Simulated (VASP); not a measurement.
ScAl3:

```
Sc Al
1.0
     4.10533    0.00000    0.00000
     0.00000    4.10533    0.00000
     0.00000    0.00000    4.10533
Sc Al
1 3
Cartesian
  0.0000 0.0000 0.0000
  2.0527 0.0000 2.0527
  0.0000 2.0527 2.0527
  2.0527 2.0527 0.0000
```

```yaml
Program: VASP 6.6.1
Task: relaxation of cell and atoms
Functional: PBE
Dispersion: D3(BJ)
Potentials_or_basis: VASP PAW PBE potentials, release 64 (Sc_sv, Al)
Cutoff: 600 eV
k_mesh: 10 × 10 × 10
Occupations: gaussian, width 0.1 eV
Spin: no spin polarisation
```

At the start: pressure -3.6 GPa; volume 17.30 Å³/atom.

Q: Where does the relaxation end?

A: Over 3 steps the energy falls by 8.0 meV/atom and the volume is 16.60 Å³/atom (-4.0 %); space group Pm-3m (No. 221, to 0.05 Å).

Step by step:
```csv
step,energy change (eV),largest force (eV/Å),pressure (GPa),volume (Å³)
1,0.0000,0.0000,-3.57,69.19
2,-0.0276,0.0000,1.49,65.40
3,-0.0322,0.0000,-0.01,66.40
```

Final structure:
```
Sc Al
1.0
     4.04942    0.00000    0.00000
     0.00000    4.04942    0.00000
     0.00000    0.00000    4.04942
Sc Al
1 3
Direct
  0.00000 0.00000 0.00000
  0.50000 0.00000 0.50000
  0.00000 0.50000 0.50000
  0.50000 0.50000 0.00000
```

Caveat: pairwise dispersion overbinds metals, which lowers pressure and volume.
